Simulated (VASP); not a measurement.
Input of a VASP 6.6.1 run:

Contents of INCAR:

```
SYSTEM = TaN
ALGO = Normal
EDIFF = 1E-7
EDIFFG = -0.01
ENCUT = 600
GGA = CA
IBRION = 2
ISIF = 3
ISMEAR = -1
LASPH = .True.
LCHARG = .False.
LREAL = .False.
LWAVE = .False.
NELM = 80
NSW = 80
PREC = Accurate
SIGMA = 0.1
```

The input KPOINTS:

```
k-points
0
Gamma
  12 12 11
  0 0 0
```

POSCAR

```
TaN
1.0
    2.9380000000      0.0000000000      0.0000000000
   -1.4690000000      2.5443826400      0.0000000000
    0.0000000000      0.0000000000      2.8830000000
Ta N
1 1
Direct
    0.3333333300      0.6666666700      0.5000000000
    0.0000000000      0.0000000000      0.0000000000
```

Potentials or basis: VASP PAW LDA potentials, release 64 (Ta_pv, N).

Launch:

```console
$ cat potpaw_LDA.64/Ta_pv/POTCAR potpaw_LDA.64/N/POTCAR > POTCAR
$ mpirun -np 1 vasp_std > vasp.out
```

(1) Estimate the relaxed volume.

(2) Estimate the band gap on the k mesh.

(3) Estimate the space group after relaxing (to 0.1 Å).

(4) Estimate the relaxed cell.

Results:

(1) 10.49 Å³/atom.

(2) zero (bands 8 and 9 overlap by 0.26 eV).

(3) P-6m2 (No. 187).

(4) a = 2.912 Å, b = 2.912 Å, c = 2.856 Å, α = 90.00°, β = 90.00°, γ = 120.00°.

Caveat: spin-orbit coupling is left out, which moves the levels of the heavy elements.
